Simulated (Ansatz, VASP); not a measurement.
TaS2 in VASP and in Ansatz

Contents of INCAR:

```
  ALGO = Normal
  EDIFF = 1E-6
  ENCUT = 500
  GGA = PE
  GGA_COMPAT = False
  ISIF = 2
  ISMEAR = 0
  LASPH = True
  LCHARG = True
  LELF = True
  LREAL = False
  LVHAR = True
  LWAVE = False
  NBANDS = 18
  NELM = 120
  PREC = Accurate
  SIGMA = 0.1
```

The input KPOINTS:

```
k-points
0
Gamma
  6 6 4
```

The input POSCAR:

```
TaS2
1.0
    3.3828573416      0.0000000000      0.0000000000
   -1.6914286708      2.9296403952      0.0000000000
    0.0000000000      0.0000000000      6.1679785700
Ta S
1 2
Direct
    0.0000000000      0.0000000000      0.0000000000
    0.6666666667      0.3333333333      0.7542821200
    0.3333333333      0.6666666667      0.2457178800
```

Input for Ansatz:

```yaml
crystal:
  lattice:
    - [3.3828573416, 0.0, 0.0]
    - [-1.6914286708, 2.9296403952, 0.0]
    - [0.0, 0.0, 6.16797857]
  atoms:
    - { symbol: Ta, position: [0.0, 0.0, 0.0] }
    - { symbol: S, position: [0.6666666667, 0.3333333333, 0.75428212] }
    - { symbol: S, position: [0.3333333333, 0.6666666667, 0.24571788] }
basis:
  ecutwfc: 420
kpoints:
  mp_grid: { grid: [6, 6, 4] }
  band_path: { path: [[0, 0, 0], [0.5, 0, 0], [0.5, 0.5, 0.5]], npoints: 4 }
hamiltonian:
  xc: pbe
scf:
  occupations: { method: gaussian, width: 0.1 }
  algorithm: density_mixing
  max_iter: 56
output:
  forces: true
  stress: true
  eigenvalues: true
```

Alike in both runs: task single point; functional PBE; k mesh 6 × 6 × 4; occupations gaussian, width 0.1 eV; no spin polarisation.

```csv
,VASP,Ansatz
version,VASP 6.6.1,Ansatz 0.2.0
potentials or method,"VASP PAW PBE potentials, release 64 (Ta_pv, S), cutoff 500 eV","scalar-relativistic, plane waves, PAW"
valence electrons in the cell,23,25
```

```tsv
	VASP	Ansatz	Ansatz less VASP
gap on the k mesh at the Fermi level (eV)	none	none	-
pressure (GPa)	1.4	1.4	+0.03
traceless stress, the component that is largest in VASP (GPa)	0.44	0.40	-0.042
rms of the force components (eV/Å)	0.069	0.066	-0.0033
```

Atom by atom the forces differ by 0.003 eV/Å (rms over components). A gap of «none» marks a metal or a gap that the smearing closes. VASP's potentials hold 23 valence electrons a cell and Ansatz's 25, so a difference there can come from the potentials and not from the codes.

Spin-orbit coupling is off throughout.
